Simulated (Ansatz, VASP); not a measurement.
**V: VASP beside Ansatz**

```
V
1.0
    -1.50285    1.50285    1.50285
     1.50285   -1.50285    1.50285
     1.50285    1.50285   -1.50285
V
1
Direct
  0.00000 0.00000 0.00000
```

Alike in both runs: task electric field gradients; functional PBE; k mesh 15 × 15 × 15; occupations fermi-dirac, width 0.03 eV; collinear spin.

|  | VASP | Ansatz |
| --- | --- | --- |
| version | VASP 6.6.1 | Ansatz 0.2.0 |
| potentials or method | VASP PAW PBE potentials, release 64 (V_sv), cutoff 520 eV | PAW with Ansatz's default frozen-core files, scalar-relativistic |
| valence electrons in the cell | 13 | 13 |

Ansatz gave:

```
gap on the k mesh at the Fermi level (eV) : none
pressure (GPa)                            : -2.0
net moment per atom (μB)                  : 0.00
```

Q: Which values does VASP return?

A: gap on the k mesh at the Fermi level (eV): none; pressure (GPa): -1.7; net moment per atom (μB): 0.00.

A gap of «none» marks a metal or a gap that the smearing closes. With one functional, cell and mesh, what is left measures potentials, basis and numerics. Ansatz's warnings: seeded moment not kept.
